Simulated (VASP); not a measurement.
Write the native input for VASP 6.6.1 that does the following.

- Task: single point
- Functional: r2SCAN
- Potentials or basis: VASP PAW PBE potentials, release 64 (Li_sv)
- Cutoff: 520 eV
- k mesh: 10 × 10 × 10
- Occupations: gaussian, width 0.1 eV
- Spin: no spin polarisation
- Dipole correction: no
- Further INCAR settings: ALGO = Normal; EDIFF = 1e-06; NBANDS = 14

The system is Li.

```xyz
4
Lattice="4.6561 0.0000 0.0000 0.0000 4.6561 0.0000 0.0000 0.0000 4.6561" Properties=species:S:1:pos:R:3 pbc="T T T"
Li    4.0540    0.6021    2.9302
Li    1.7259    1.7259    1.7259
Li    0.6021    2.9302    4.0540
Li    2.9302    4.0540    0.6021
```

This cell differs from its parent crystal: functional r2SCAN, strained.

These files were run (other wordings do the same):

POSCAR

```
Li
1.0
    4.6560928472      0.0000000000      0.0000000000
    0.0000000000      4.6560928472      0.0000000000
    0.0000000000      0.0000000000      4.6560928472
Li
4
Direct
    0.8706796309      0.1293203691      0.6293203691
    0.3706796309      0.3706796309      0.3706796309
    0.1293203691      0.6293203691      0.8706796309
    0.6293203691      0.8706796309      0.1293203691
```

INCAR.step1

```
SYSTEM = Li
PREC = Accurate ; ENCUT = 520
ISMEAR = 0 ; SIGMA = 0.1
LREAL = .False. ; LASPH = .True.
NELM = 100 ; NBANDS = 14
GGA = PE ; ALGO = Normal
EDIFF = 1E-4 ; LWAVE = .True.
LCHARG = .False.
```

INCAR.step2

```
SYSTEM = Li
PREC = Accurate ; ENCUT = 520
EDIFF = 1E-6 ; ISMEAR = 0
SIGMA = 0.1 ; LREAL = .False.
LASPH = .True. ; NELM = 100
ALGO = Normal ; ISIF = 2
LWAVE = .False. ; LCHARG = .False.
METAGGA = R2SCAN ; LMIXTAU = .True.
NBANDS = 14 ; ISTART = 1
```

KPOINTS

```
regular mesh
0
Gamma
  10 10 10
  0 0 0
```

Potentials or basis: VASP PAW PBE potentials, release 64 (Li_sv).

The run is started by

```bash
$ cat potpaw_PBE.64/Li_sv/POTCAR > POTCAR
$ cp INCAR.step1 INCAR
$ mpirun -np 1 vasp_std > vasp.out
$ cp INCAR.step2 INCAR
$ mpirun -np 1 vasp_std > vasp.out
```

It gave:

```yaml
Largest_force: 0.092 eV/Å
Band_gap_on_the_k_mesh: zero (band 6 reaches 2.38 eV, above the bottom of band 7 at -0.04 eV)
```

Caveat: the cell differs from its parent crystal (functional r2SCAN, strained); the PAW data sets were made with another functional, which shifts forces and pressure a little.

Wall time 8.3 min on 1 thread of AMD EPYC 9R45 (Zen 5), with other jobs on the host, peak memory 0.21 GiB.
